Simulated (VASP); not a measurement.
Re, 2 atoms in the cell. Symmetry: P6_3/mmc, No. 194, hexagonal system. The conventional cell has a = 2.856 Å, b = 2.856 Å, c = 4.613 Å, α = 90.00°, β = 90.00°, γ = 120.00°. Re (site symmetry -6m2) has 12 Re at 2.84 to 2.86 Å within 3.7 Å.  This cell differs from its parent crystal: volume scaled by 1.09.

```yaml
Program: VASP 6.6.1
Task: relaxation of shape and atoms at fixed volume
Functional: PBE
Potentials_or_basis: VASP PAW PBE potentials, release 64 (Re)
Cutoff: 600 eV
k_mesh: 18 × 18 × 10
Occupations: gaussian, width 0.1 eV
Spin: no spin polarisation
Dipole_correction: no
Further_INCAR_settings: ALGO = Normal; EDIFF = 1e-06; IBRION = 2; EDIFFG = -0.01; NSW = 50; ISIF = 4
```

Potentials or basis: VASP PAW PBE potentials, release 64 (Re).

Launch:

```sh
$ cat potpaw_PBE.64/Re/POTCAR > POTCAR
$ mpirun -np 1 vasp_std > vasp.out
```

Hardware: 1 thread of Intel(R) Xeon(R) 6975P-C (Granite Rapids) (shared host).

Task: How long does it take, and how much memory?

Result: Wall time 48 s on 1 thread of Intel(R) Xeon(R) 6975P-C (Granite Rapids) (shared host), peak memory 0.23 GiB. Counts: scf iterations 19, k points 222, ion steps 3.
